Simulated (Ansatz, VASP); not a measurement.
# W in VASP and in Ansatz

```
W
1.0
     0.00000    2.80004    2.80004
     2.80004    0.00000    2.80004
     2.80004    2.80004    0.00000
W
2
Cartesian
  -0.7000 -0.7000 -0.7000
  0.7000 0.7000 0.7000
```

Change from the starting cell: volume scaled by 0.92, PAW files.

Alike in both runs: task single point; functional PBEsol; k mesh 14 × 14 × 14; occupations fermi-dirac, width 0.1 eV; no spin polarisation.

|  | VASP | Ansatz |
| --- | --- | --- |
| version | VASP 6.6.1 | Ansatz 0.2.0 |
| potentials or method | VASP PAW PBE potentials, release 64 (W_sv) | PAW with Ansatz's default frozen-core files, scalar-relativistic |
| plane-wave cutoff (eV) | 520 | 420 |
| valence electrons in the cell | 28 | 28 |

|  | VASP | Ansatz | Ansatz less VASP |
| --- | --- | --- | --- |
| pressure (GPa) | 13.8 | 12.7 | -1.17 |

VASP's potentials were made for PBE, not for PBEsol.

Spin-orbit coupling is off throughout.
